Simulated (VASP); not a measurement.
**WSe2: single point with PBE+D3(BJ)**

The system is WSe2.

```
W Se
1.0
     3.27917    0.00000    0.00000
    -1.63959    2.83985    0.00000
     0.00000    0.00000   12.78840
W Se
2 4
Direct
  0.66667 0.33333 0.24996
  0.33333 0.66667 0.75004
  0.33333 0.66667 0.38166
  0.66667 0.33333 0.88173
  0.33333 0.66667 0.11827
  0.66667 0.33333 0.61834
```

```
Program                : VASP 6.6.1
Task                   : single point
Functional             : PBE
Dispersion             : D3(BJ)
Potentials or basis    : VASP PAW PBE potentials, release 64 (W_sv, Se)
Cutoff                 : 520 eV
k mesh                 : 12 × 12 × 2
Occupations            : gaussian, width 0.02 eV
Spin                   : no spin polarisation
Dipole correction      : no
Further INCAR settings : ALGO = Normal; EDIFF = 1e-06; NBANDS = 35
```

```json
{
  "Pressure": "0.3 GPa",
  "Largest force": "0.049 eV/Å",
  "Band gap on the k mesh": "0.89 eV (least direct gap 1.56 eV)",
  "Dispersion energy per atom": "-0.475 eV"
}
```

Forces in eV/Å, atoms in the order of the input:
```
W    0.000  0.000  0.000
W    0.000  0.000  0.000
Se   0.000  0.000  0.049
Se   0.000  0.000  0.048
Se   0.000  0.000 -0.048
Se   0.000  0.000 -0.049
```

Stress tensor (GPa, compression positive):
```
0.27 0.00 0.00
0.00 0.27 0.00
0.00 0.00 0.41
```

Levels at points of the mesh, in eV from the valence-band top:
```tsv
k point	band 24	band 25	band 26	band 27	band 28	band 29
(0.00, 0.00, 0.00)	-1.20	-0.96	0.00	2.63	2.63	2.68
(0.50, 0.00, 0.00)	-1.38	-1.31	-1.06	2.15	2.20	2.27
(0.00, 0.00, 0.50)	-1.50	-0.21	-0.20	2.63	2.63	2.63
(0.50, 0.00, 0.50)	-1.37	-1.22	-1.22	2.17	2.17	2.52
```

It took 50 s on 1 thread of Intel(R) Xeon(R) 6975P-C (Granite Rapids) (shared host), peak memory 0.31 GiB.

Caveat: spin-orbit coupling is left out, which moves the levels of the heavy elements. A k mesh can miss the band edges.
